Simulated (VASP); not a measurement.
Input of a VASP 6.6.1 run:

File POSCAR:

```
LaGa2
1.0
    4.3200000000      0.0000000000      0.0000000000
   -2.1600000000      3.7412300000      0.0000000000
    0.0000000000      0.0000000000      4.4160000000
La Ga
1 2
Direct
    0.0000000000      0.0000000000      0.0000000000
    0.3333333333      0.6666666667      0.5000000000
    0.6666666667      0.3333333333      0.5000000000
```

Contents of INCAR.step1:

```
SYSTEM = LaGa2
ALGO = Normal
EDIFF = 1E-4
ENCUT = 520
GGA = PE
ISMEAR = -1
ISPIN = 2
LASPH = .TRUE.
LCHARG = .FALSE.
LMAXMIX = 6
LREAL = .FALSE.
LWAVE = .TRUE.
MAGMOM = 0 0 0
NBANDS = 30
NELM = 150
PREC = Accurate
SIGMA = 0.1
```

The input INCAR.step2:

```
SYSTEM = LaGa2
ALGO = Normal
EDIFF = 1E-6
ENCUT = 520
ISIF = 2
ISMEAR = -1
ISPIN = 2
ISTART = 1
LASPH = .TRUE.
LCHARG = .FALSE.
LMAXMIX = 6
LMIXTAU = .TRUE.
LORBIT = 11
LREAL = .FALSE.
LWAVE = .FALSE.
MAGMOM = 0 0 0
METAGGA = R2SCAN
NBANDS = 30
NELM = 150
PREC = Accurate
SIGMA = 0.1
```

The input KPOINTS:

```
k-points
0
G
  7 7 6
  0 0 0
```

Potentials or basis: VASP PAW PBE potentials, release 64 (La, Ga_d).

Command:

```console
$ cat potpaw_PBE.64/La/POTCAR potpaw_PBE.64/Ga_d/POTCAR > POTCAR
$ cp INCAR.step1 INCAR
$ mpirun -np 1 vasp_std > vasp.out
$ cp INCAR.step2 INCAR
$ mpirun -np 1 vasp_std > vasp.out
```

Estimate the net moment.

0.00 μB per cell.

Estimate the pressure.

0.0 GPa.

Stress tensor (GPa, compression positive):
```
-0.78  0.00  0.00
 0.00 -0.78  0.00
 0.00  0.00  1.45
```

Caveat: the PAW data sets were made with another functional, which shifts forces and pressure a little.
